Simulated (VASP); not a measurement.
# Na (Pm-3m) in VASP: relaxation of cell and atoms with BLYP

Aim: the relaxation of cell and atoms of Na with BLYP.

All numbers are computed with VASP 6.6.1; they aren't measurements. Logs are shortened: lines on timing, memory, paths and dates and some standing lists are left out, and cuts for length are marked.

## Step 1: The cell of the first run

The structure is cubic, space group Pm-3m (No. 221). Conventional cell: a = 3.441 Å, b = 3.441 Å, c = 3.441 Å, α = 90.00°, β = 90.00°, γ = 90.00°. Within 4.5 Å of Na (site symmetry m-3m) lie 6 Na at 3.44 Å.

This isn't the form of Na at room conditions, which is bcc.

## Step 2: Relaxation of cell and atoms, BLYP

INCAR

```
SYSTEM = Na
PREC     = Accurate       ! precision mode
ENCUT    = 1130           ! plane-wave cutoff, eV
EDIFF    = 1E-7           ! SCF threshold, eV
ISMEAR   = -1             ! smearing method
SIGMA    = 0.1            ! smearing width, eV
LREAL    = .False.        ! projectors in reciprocal space
LASPH    = .True.         ! aspherical terms in the spheres
NELM     = 120            ! most SCF steps
ALGO     = Normal         ! electronic algorithm
ISIF     = 3              ! what is computed and relaxed
LWAVE    = .False.        ! write WAVECAR
LCHARG   = .False.        ! write CHGCAR
GGA      = B5             ! functional
ALDAX    = 1.0          
AGGAX    = 1.0          
AGGAC    = 1.0          
ALDAC    = 0.0          
IBRION   = 2              ! ionic algorithm
NSW      = 80             ! ionic steps
EDIFFG   = -0.01          ! ionic threshold
GGA_COMPAT= .False.      
NELMIN   = 4
```

KPOINTS

```
Automatic mesh
0
Gamma
  9 9 9
  0 0 0
```

POSCAR

```
Na
1.0
    3.4405243290      0.0000000000      0.0000000000
    0.0000000000      3.4405243290      0.0000000000
    0.0000000000      0.0000000000      3.4405243290
Na
1
Direct
    0.0000000000      0.0000000000      0.0000000000
```

Potentials or basis: VASP PAW PBE potentials, release 64 (Na_sv).

Command:

```console
cat potpaw_PBE.64/Na_sv/POTCAR > POTCAR
mpirun -np 1 vasp_std > vasp.out
```

OUTCAR:

```text
SYSTEM = Na
   PREC = Accurate
   ENCUT = 1130
   EDIFF = 1E-7
   ISMEAR = -1
   LREAL = .False.
   LASPH = .True.
   NELM = 120
   ISIF = 3
   GGA = B5
   IBRION = 2
   NSW = 80
   EDIFFG = -0.01
   NELMIN = 4

 ion  position               nearest neighbor table
   1  0.000  0.000  0.000-

  LATTYP: Found a simple cubic cell.
 ALAT       =     3.4405243290

  Lattice vectors:

 A1 = (   3.4405243290,   0.0000000000,   0.0000000000)
 A2 = (   0.0000000000,   3.4405243290,   0.0000000000)
 A3 = (   0.0000000000,   0.0000000000,   3.4405243290)

Analysis of symmetry for initial positions (statically):
=====================================================================
 Subroutine PRICEL returns:
 Original cell was already a primitive cell.

 Routine SETGRP: Setting up the symmetry group for a
 simple cubic supercell.

 Subroutine GETGRP returns: Found 48 space group operations
 (whereof 48 operations were pure point group operations)
 out of a pool of 48 trial point group operations.

The static configuration has the point symmetry O_h .

Analysis of symmetry for dynamics (positions and initial velocities):
=====================================================================
 Subroutine PRICEL returns:
 Original cell was already a primitive cell.

 Routine SETGRP: Setting up the symmetry group for a
 simple cubic supercell.

 Subroutine GETGRP returns: Found 48 space group operations
 (whereof 48 operations were pure point group operations)
 out of a pool of 48 trial point group operations.

The dynamic configuration has the point symmetry O_h .

 Subroutine INISYM returns: Found 48 space group operations
 (whereof 48 operations are pure point group operations),
 and found     1 'primitive' translations

----------------------------------------------------------------------------------------

                                     Primitive cell

  volume of cell :      40.7262

  direct lattice vectors                    reciprocal lattice vectors
     3.440524329  0.000000000  0.000000000     0.290653373  0.000000000  0.000000000
     0.000000000  3.440524329  0.000000000     0.000000000  0.290653373  0.000000000
     0.000000000  0.000000000  3.440524329     0.000000000  0.000000000  0.290653373

  length of vectors
     3.440524329  3.440524329  3.440524329     0.290653373  0.290653373  0.290653373

  position of ions in fractional coordinates (direct lattice)
     0.000000000  0.000000000  0.000000000

  ion indices of the primitive-cell ions
   primitive index   ion index
                 1           1

----------------------------------------------------------------------------------------

 KPOINTS: Automatic mesh

Automatic generation of k-mesh.
 Grid dimensions read from file:
 generate k-points for:    9    9    9

 Generating k-lattice:

  Cartesian coordinates                     Fractional coordinates (reciprocal lattice)
     0.032294819  0.000000000  0.000000000     0.111111111  0.000000000  0.000000000
     0.000000000  0.032294819  0.000000000     0.000000000  0.111111111  0.000000000
     0.000000000  0.000000000  0.032294819     0.000000000  0.000000000  0.111111111

  Length of vectors
     0.032294819  0.032294819  0.032294819

  Shift w.r.t. Gamma in fractional coordinates (k-lattice)
     0.000000000  0.000000000  0.000000000

 Subroutine IBZKPT returns following result:
 ===========================================

 Found     35 irreducible k-points:

 Following reciprocal coordinates:
            Coordinates               Weight
  0.000000  0.000000  0.000000      1.000000
  0.111111  0.000000  0.000000      6.000000
  0.222222  0.000000  0.000000      6.000000
  0.333333  0.000000  0.000000      6.000000
  0.444444  0.000000  0.000000      6.000000
  0.111111  0.111111  0.000000     12.000000
[... 16 lines left out ...]
  0.333333  0.333333  0.111111     24.000000
  0.444444  0.333333  0.111111     48.000000
 [... further k-points ...]
   k-points           NKPTS =     35   k-points in BZ     NKDIM =     35   number of bands    NBANDS=      8
   number of dos      NEDOS =    301   number of ions     NIONS =      1
   total plane-waves  NPLWV =  64000
   dimension x,y,z NGX =    40 NGY =   40 NGZ =   40
   dimension x,y,z NGXF=    80 NGYF=   80 NGZF=   80
   ions per type =               1
   NGX,Y,Z   is equivalent  to a cutoff of  19.33, 19.33, 19.33 a.u.
   NGXF,Y,Z  is equivalent  to a cutoff of  38.66, 38.66, 38.66 a.u.
 SYSTEM =  Na
   PREC   = accura    normal or accurate (medium, high low for compatibility)
   ISTART =      0    job   : 0-new  1-cont  2-samecut
   ICHARG =      2    charge: 1-file 2-atom 10-const
   ISPIN  =      1    spin polarized calculation?
   LNONCOLLINEAR =      F non collinear calculations
   LSORBIT =      F    spin-orbit coupling
   LASPH  =      T    aspherical Exc in radial PAW
   ENCUT  = 1130.0 eV  83.05 Ry    9.11 a.u.   9.43  9.43  9.43*2*pi/ulx,y,z
   NELM   =    120;   NELMIN=  4; NELMDL= -5     # of ELM steps
   EDIFF  = 0.1E-06   stopping-criterion for ELM
   LREAL  =      F    real-space projection
   EDIFFG = -.1E-01   stopping-criterion for IOM
   NSW    =     80    number of steps for IOM
   IBRION =      2    ionic relax: 0-MD 1-quasi-New 2-CG
   NFREE  =      1    steps in history (QN), initial steepest desc. (CG)
   ISIF   =      3    stress and relaxation
   ISYM   =      2    0-nonsym 1-usesym 2-fastsym
   POTIM  = 0.5000    time-step for ionic-motion
   TEBEG  =    0.0;   TEEND  =   0.0 temperature during run
   PSTRESS=    0.0 pullay stress
   NELECT =       9.0000    total number of electrons
   NUPDOWN=      -1.0000    fix difference up-down
   EMIN   =  10.00;   EMAX   =-10.00  energy-range for DOS
   EFERMI =   0.00;   METHOD = LEGACY
   ISMEAR =    -1;   SIGMA  =   0.10  broadening in eV -4-tet -1-fermi 0-gaus
   EFERMI_NEDOS =   21; number of points for ismear=-14 and -15
   IALGO  =     38    algorithm
   IMIX   =      4    mixing-type and parameters
     AMIX     =   0.40;   BMIX     =  1.00
     AMIX_MAG =   1.60;   BMIX_MAG =  1.00
  volume/ion in A,a.u.               =      40.73       274.83
  Fermi-wavevector in a.u.,A,eV,Ry     =   0.989763  1.870380 13.328675  0.979630
  Thomas-Fermi vector in A             =   2.121385
   LORBIT       =      0    0 simple, 1 ext, 2 COOP (PROOUT), +10 PAW based schemes
   GGA     = B5    functional components
   LHFCALC =     F    Hartree Fock is set to
   AEXX    =    0.0000 exact exchange contribution
   IVDW    =     0    specifies the selected vdW correction
   LEPSILON=     F    determine dielectric tensor
   LRPA    =     F    only Hartree local field effects (RPA)
 conjugate gradient relaxation of ions
 non-spin polarized calculation
  energy-cutoff  :     1130.00
  volume of cell :       40.73
 maximum number of plane-waves:      3542
 NGX is ok and might be reduce to    40
   NGX = 19   NGY = 19   NGZ = 19

--------------------------------------- Ionic step        1  -------------------------------------------

 number of electron       8.9999998 magnetization

 Free energy of the ion-electron system (eV)
  ---------------------------------------------------
  ext. energy  EPLUGINS =         0.00000000
  ---------------------------------------------------
  free energy    TOTEN  =        -0.84949474 eV

  energy without entropy =       -0.83219773  energy(sigma->0) =       -0.84084623

------------------------ aborting loop because EDIFF is reached ----------------------------------------

  FORCE on cell =-STRESS in cart. coord.  units (eV):
  Direction    XX          YY          ZZ          XY          YZ          ZX
  --------------------------------------------------------------------------------------
  -------------------------------------------------------------------------------------
  Total       -0.0397115     -0.0397115     -0.0397115      0.0000000      0.0000000     -0.0000000
  in kB       -1.5622598     -1.5622598     -1.5622598      0.0000000      0.0000000     -0.0000000
  external PRESSURE =      -1.5622598 kB  Pullay stress =       0.0000000 kB

 VOLUME and BASIS-vectors are now :
 -----------------------------------------------------------------------------
  energy-cutoff  :     1130.00
  volume of cell :       40.73
      direct lattice vectors                 reciprocal lattice vectors
     3.440524329  0.000000000  0.000000000     0.290653373  0.000000000  0.000000000
     0.000000000  3.440524329  0.000000000     0.000000000  0.290653373  0.000000000
     0.000000000  0.000000000  3.440524329     0.000000000  0.000000000  0.290653373
[... 36 lines left out ...]
 POSITION                                       TOTAL-FORCE (eV/Angst)
 -----------------------------------------------------------------------------------
      0.00000      0.00000      0.00000        -0.000000     -0.000000      0.000000
 -----------------------------------------------------------------------------------
    total drift:                               -0.000000     -0.000000      0.000000

  FREE ENERGIE OF THE ION-ELECTRON SYSTEM (eV)
  ---------------------------------------------------
  free  energy   TOTEN  =        -0.8496699949 eV

  energy  without entropy=       -0.8324420779  energy(sigma->0) =       -0.84105604

--------------------------------------- Ionic step        3  -------------------------------------------

 number of electron       8.9999998 magnetization

 Free energy of the ion-electron system (eV)
  ---------------------------------------------------
  ext. energy  EPLUGINS =         0.00000000
  ---------------------------------------------------
  free energy    TOTEN  =        -0.84986146 eV

  energy without entropy =       -0.83282146  energy(sigma->0) =       -0.84134146

 E-fermi :   0.7833     XC(G=0):  -5.8704

 val. band max:        0.7121441265   @ k =   0.3333   0.3333   0.1111
 cond. band min:       0.8671253203   @ k =   0.4444   0.2222   0.0000
 fundamental gap:      0.1549811938
 Fermi energy:         0.7833338232

 k-point     1 :       0.0000    0.0000    0.0000
  band No.  band energies     occupation
      1     -52.5269      2.00000
      2     -24.6507      2.00000
      3     -24.6507      2.00000
      4     -24.6507      2.00000
      5      -2.3354      2.00000
      6       9.0103      0.00000
      7       9.0103      0.00000
      8      10.1788      0.00000

 k-point     2 :       0.1111    0.0000    0.0000
  band No.  band energies     occupation
      1     -52.5267      2.00000
      2     -24.6564      2.00000
      3     -24.6504      2.00000
      4     -24.6504      2.00000
      5      -2.1713      2.00000
      6       7.3451      0.00000
      7       9.1579      0.00000
      8      10.3119      0.00000
[... 221 lines left out ...]
 k-point    23 :       0.3333    0.3333    0.1111
  band No.  band energies     occupation
      1     -52.5234      2.00000
      2     -24.6815      2.00000
      3     -24.6808      2.00000
      4     -24.6503      2.00000
      5       0.7121      1.34164
      6       4.5232      0.00000
      7       5.1996      0.00000
      8       8.7959      0.00000

 k-point    24 :       0.4444    0.3333    0.1111
  band No.  band energies     occupation
      1     -52.5229      2.00000
      2     -24.6910      2.00000
      3     -24.6800      2.00000
      4     -24.6495      2.00000
      5       1.7995      0.00008
      6       3.1647      0.00000
      7       5.9469      0.00000
      8       7.2580      0.00000

 [... further k-points ...]

------------------------ aborting loop because EDIFF is reached ----------------------------------------

  FORCE on cell =-STRESS in cart. coord.  units (eV):
  Direction    XX          YY          ZZ          XY          YZ          ZX
  --------------------------------------------------------------------------------------
  -------------------------------------------------------------------------------------
  Total       -0.0023291     -0.0023291     -0.0023291     -0.0000000     -0.0000000     -0.0000000
  in kB       -0.0936290     -0.0936290     -0.0936290     -0.0000000     -0.0000000     -0.0000000
  external PRESSURE =      -0.0936290 kB  Pullay stress =       0.0000000 kB

 VOLUME and BASIS-vectors are now :
 -----------------------------------------------------------------------------
  energy-cutoff  :     1130.00
  volume of cell :       39.86
      direct lattice vectors                 reciprocal lattice vectors
     3.415851822  0.000000000 -0.000000000     0.292752746 -0.000000000  0.000000000
     0.000000000  3.415851822  0.000000000    -0.000000000  0.292752746 -0.000000000
    -0.000000000  0.000000000  3.415851822     0.000000000 -0.000000000  0.292752746

 POSITION                                       TOTAL-FORCE (eV/Angst)
 -----------------------------------------------------------------------------------
      0.00000      0.00000      0.00000        -0.000000     -0.000000      0.000000
 -----------------------------------------------------------------------------------
    total drift:                               -0.000000     -0.000000      0.000000

  FREE ENERGIE OF THE ION-ELECTRON SYSTEM (eV)
  ---------------------------------------------------
  free  energy   TOTEN  =        -0.8498614642 eV

  energy  without entropy=       -0.8328214625  energy(sigma->0) =       -0.84134146

 reached required accuracy - stopping structural energy minimisation
```

It took 71 s on 1 thread of Intel Xeon Platinum 8375C at 2.90GHz (Ice Lake), shared host; peak memory 0.24 GiB.

What came out:

```
Free energy                           : -0.8499 eV
Relaxed volume                        : 39.86 Å³/atom
Relaxed cell                          : a = 3.416 Å, b = 3.416 Å, c = 3.416 Å, α = 90.00°, β = 90.00°, γ = 90.00°
Space group after relaxing (to 0.1 Å) : Pm-3m (No. 221)
Energy gained by relaxing             : 0.4 meV/atom
Ionic steps                           : 3
Pressure after relaxing               : 0.0 GPa
Band gap on the k mesh                : zero (an odd number of electrons rules out a gap without spin polarisation)
```

The path:
```csv
step,energy change (eV),largest force (eV/Å),pressure (GPa),volume (Å³)
1,0.0000,0.0000,-0.16,40.73
2,-0.0002,0.0000,-0.12,40.49
3,-0.0004,0.0000,-0.01,39.86
```

Final structure:
```yaml
crystal:
  lattice:
    - [3.41585, 0.00000, 0.00000]
    - [0.00000, 3.41585, 0.00000]
    - [0.00000, 0.00000, 3.41585]
  atoms:
    - { symbol: Na, position: [0.00000, 0.00000, 0.00000] }
```

Caveat: the PAW data sets were made with another functional, which shifts forces and pressure a little.

The gap in the log of VASP goes by the Fermi energy; the results here count the filled bands.